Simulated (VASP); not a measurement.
Input of a VASP 6.6.1 run:

INCAR

```
SYSTEM = CdTe
  ALGO = Normal
  EDIFF = 1E-6
  ENCUT = 520
  GGA = PE
  ISIF = 2
  ISMEAR = 0
  LASPH = .True.
  LCHARG = .False.
  LREAL = .False.
  LWAVE = .False.
  NBANDS = 16
  NELM = 100
  PREC = Accurate
  SIGMA = 0.01
```

File KPOINTS:

```
k-points
0
Gamma
  4 4 4
  0 0 0
```

Contents of POSCAR:

```
CdTe
1.0
    0.0000000000      3.2799551162      3.2143560138
    3.2799551162      0.0000000000      3.2143560138
    3.2799551162      3.2799551162      0.0000000000
Cd Te
1 1
Direct
    0.0000000000      0.0000000000      0.0000000000
    0.2500000000      0.2500000000      0.2500000000
```

Potentials or basis: VASP PAW PBE potentials, release 64 (Cd, Te).

Run with:

```sh
$ cat potpaw_PBE.64/Cd/POTCAR potpaw_PBE.64/Te/POTCAR > POTCAR
$ mpirun -np 1 vasp_std > vasp.out
```

(1) Estimate the band gap on the k mesh.

(2) Predict the pressure.

## Answers

(1) 0.67 eV, direct.

(2) 2.2 GPa.

Caveat: the cell differs from its parent crystal (uniaxial z strain -2.0%); spin-orbit coupling is left out, which moves the levels of the heavy elements.
